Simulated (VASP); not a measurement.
Write the native input for VASP 6.6.1 that does the following.

```
Task                   : single point
Functional             : PBE
Potentials or basis    : VASP PAW PBE potentials, release 64 (Na_pv, Ge_d, Br)
Cutoff                 : 520 eV
k mesh                 : 6 × 6 × 6
Occupations            : fermi-dirac, width 0.02 eV
Spin                   : no spin polarisation
Dipole correction      : no
Further INCAR settings : ALGO = Normal; EDIFF = 1e-06; NBANDS = 29
```

The structure of NaGeBr3 lies in POSCAR:

```
NaGeBr3
1.0
    5.4732132055     -0.0273660660      0.0000000000
   -0.0273660660      5.4732132055      0.0000000000
    0.0000000000      0.0000000000      5.4732132055
Na Ge Br
1 1 3
Direct
    0.0000000000      0.0000000000      0.0000000000
    0.5000000000      0.5000000000      0.5000000000
    0.5000000000      0.5000000000      0.0000000000
    0.5000000000      0.0000000000      0.5000000000
    0.0000000000      0.5000000000      0.5000000000
```

This cell differs from its parent crystal: shear xy strain -1.0%.

The input as run:

INCAR

```
PREC = Accurate ; ENCUT = 520
EDIFF = 1E-6 ; ISMEAR = -1
SIGMA = 0.02 ; LREAL = False
LASPH = True ; NELM = 80
ALGO = Normal ; ISIF = 2
LWAVE = False ; LCHARG = True
GGA = PE ; LELF = True
LVHAR = True ; NBANDS = 29
```

KPOINTS

```
Automatic mesh
0
Gamma
  6 6 6
```

Potentials or basis: VASP PAW PBE potentials, release 64 (Na_pv, Ge_d, Br).

Command:

```console
$ cat potpaw_PBE.64/Na_pv/POTCAR potpaw_PBE.64/Ge_d/POTCAR potpaw_PBE.64/Br/POTCAR > POTCAR
$ mpirun -np 1 vasp_std > vasp.out
```

It gave:

```yaml
Pressure: 0.4 GPa
Band_gap_on_the_k_mesh: 0.41 eV
```

Caveat: the cell differs from its parent crystal (shear xy strain -1.0%); semilocal functionals underestimate gaps, and a narrow one can read as zero.

Wall time 2.1 min on 1 thread of Intel(R) Xeon(R) 6975P-C (Granite Rapids), with other jobs on the host, peak memory 0.39 GiB.
